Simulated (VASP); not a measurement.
**Sr: electric field gradients with PBE**

Crystal: Sr.

```
Sr
1.0
     4.31000    0.00000    0.00000
    -2.15500    3.73257    0.00000
     0.00000    0.00000    7.05000
Sr
2
Direct
  0.36118 0.66667 0.25000
  0.66667 0.33333 0.75000
```

This cell differs from its parent crystal: atom 1 (Sr) moved by [0.12, 0.0, 0.0] A.

| Quantity | Value |
| --- | --- |
| Program | VASP 6.6.1 |
| Task | electric field gradients |
| Functional | PBE |
| Potentials or basis | VASP PAW PBE potentials, release 64 (Sr_sv) |
| Cutoff | 520 eV |
| k mesh | 9 × 9 × 5 |
| Occupations | fermi-dirac, width 0.03 eV |
| Spin | no spin polarisation |
| Dipole correction | no |
| Further INCAR settings | ALGO = Normal; EDIFF = 1e-08; NBANDS = 17 |

- Pressure: -0.2 GPa
- Largest force: 0.037 eV/Å
- Band gap on the k mesh: zero (bands 10 and 11 overlap by 0.24 eV)
- Largest electric field gradient by atom: Sr -3.9 V/Å²

Forces on the atoms (eV/Å):
```
Sr  -0.037  0.005  0.000
Sr   0.037 -0.005  0.000
```

Stress tensor (GPa, compression positive):
```
-0.29 -0.15  0.00
-0.15 -0.29  0.00
 0.00  0.00 -0.16
```

Levels at points of the mesh, in eV from the Fermi level:
```tsv
k point	band 8	band 9	band 10	band 11	band 12	band 13
(0.00, 0.00, 0.00)	-18.59	-3.62	-1.14	0.00	2.23	2.23
```

Electric field gradients, principal values (V/Å²):
```tsv
atom	least	middle	greatest (by size)
1 Sr	0.484	3.403	-3.887
2 Sr	0.484	3.403	-3.887
```

It took 92 s on 1 thread of AMD EPYC 9R45 96-Core Processor (Zen 5), on a shared host, peak memory 0.32 GiB.

Caveat: the cell differs from its parent crystal (atom 1 (Sr) moved by [0.12, 0.0, 0.0] A); without QUAD_EFG the Cq values of the log hold for a quadrupole moment of 1 mb, not for the nuclei.
